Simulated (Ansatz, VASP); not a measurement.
# Two plane-wave programs on BeCd2Se3

```xyz
6
Lattice="6.7488 0.0000 0.0000 -3.3744 5.8446 0.0000 0.0000 0.0000 4.0741" Properties=species:S:1:pos:R:3 pbc="T T T"
Be    0.0000    0.0000    0.0000
Cd    0.0000    3.8964    0.0000
Cd    3.3744    1.9482    0.0000
Se    3.3744    0.0000    2.0371
Se    1.6872    2.9223    2.0371
Se   -1.6872    2.9223    2.0371
```

Change from the starting cell: species swapped into the GdB2Ru3 type (P6/mmm, No. 191).

Alike in both runs: functional PBE; k mesh 3 × 3 × 6; occupations gaussian, width 0.1 eV; no spin polarisation.

Ansatz relaxed the structure, and its values are those at the end. VASP's run is a single point on that final structure, the one shown.

|  | VASP | Ansatz |
| --- | --- | --- |
| version | VASP 6.6.1 | Ansatz 0.2.0 |
| potentials or method | VASP PAW PBE potentials, release 64 (Be, Cd, Se), cutoff 520 eV | scalar-relativistic, plane waves, PAW |
| valence electrons in the cell | 44 | 90 |

```tsv
	VASP	Ansatz	Ansatz less VASP
gap on the k mesh at the Fermi level (eV)	none	none	-
pressure (GPa)	0.2	0.0	-0.22
```

A gap of «none» marks a metal or a gap that the smearing closes. VASP's potentials hold 44 valence electrons a cell and Ansatz's 90, so a difference there can come from the potentials and not from the codes.
